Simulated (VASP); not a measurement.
Here is a VASP 6.6.1 calculation.

Contents of INCAR:

```
SYSTEM = Pt
PREC     = Accurate       ! precision mode
ENCUT    = 520            ! plane-wave cutoff, eV
EDIFF    = 1E-6           ! SCF threshold, eV
ISMEAR   = 0              ! smearing method
SIGMA    = 0.15           ! smearing width, eV
LREAL    = .False.        ! projectors in reciprocal space
LASPH    = .True.         ! aspherical terms in the spheres
NELM     = 100            ! most SCF steps
ALGO     = Fast           ! electronic algorithm
ISIF     = 2              ! what is computed and relaxed
LWAVE    = .False.        ! write WAVECAR
LCHARG   = .True.         ! write CHGCAR
GGA      = PS             ! functional
LELF     = .True.         ! ELF
LVHAR    = .True.       
NBANDS   = 17             ! bands
```

KPOINTS

```
regular mesh
0
Gamma
  18 18 10
  0 0 0
```

File POSCAR:

```
Pt
1.0
    2.9815188650      0.0000000000      0.0000000000
   -1.4907594325      2.5820710790      0.0000000000
    0.0000000000      0.0000000000      4.9838193600
Pt
2
Direct
    0.6666666667      0.3333333333      0.7500000000
    0.3333333333      0.6666666667      0.2500000000
```

Potentials or basis: VASP PAW PBE potentials, release 64 (Pt).

Run with:

```sh
$ cat potpaw_PBE.64/Pt/POTCAR > POTCAR
$ mpirun -np 1 vasp_std > vasp.out
```

Question: Predict the pressure.

Answer: -35.0 GPa.

Question: What does it give for the band gap on the k mesh?

Answer: Zero (band 10 reaches 7.26 eV, above the bottom of band 11 at 6.41 eV).

Stress tensor (GPa, compression positive):
```
-36.39   0.00   0.00
  0.00 -36.39   0.00
  0.00   0.00 -32.31
```

Caveat: the cell differs from its parent crystal (strain +0.080 along x and y, +0.040 along z); the PAW data sets were made with another functional, which shifts forces and pressure a little; spin-orbit coupling is left out, which moves the levels of the heavy elements.
